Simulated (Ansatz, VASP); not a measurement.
## One calculation of TaN, two programs

```
Ta N
1.0
     0.00000    2.20863    2.20863
     2.20863    0.00000    2.20863
     2.20863    2.20863    0.00000
Ta N
1 1
Direct
  0.50000 0.50000 0.50000
  0.00000 0.00000 0.00000
```

Alike in both runs: task single point; functional PBE; k mesh 24 × 24 × 24; occupations gaussian, width 0.15 eV; no spin polarisation.

```csv
,VASP,Ansatz
version,VASP 6.6.1,Ansatz 0.2.0
potentials or method,"VASP PAW PBE potentials, release 64 (Ta_pv, N), cutoff 520 eV","scalar-relativistic, plane waves, PAW"
valence electrons in the cell,16,18
```

|  | VASP | Ansatz | Ansatz less VASP |
| --- | --- | --- | --- |
| gap on the k mesh at the Fermi level (eV) | none | none | - |
| pressure (GPa) | 0.8 | 0.0 | -0.78 |

A gap of «none» marks a metal or a gap that the smearing closes. The functional is the same, so the differences come from potentials, cutoffs and numerics. VASP's potentials hold 16 valence electrons a cell and Ansatz's 18, so a difference there can come from the potentials and not from the codes.

Spin-orbit coupling is off throughout.
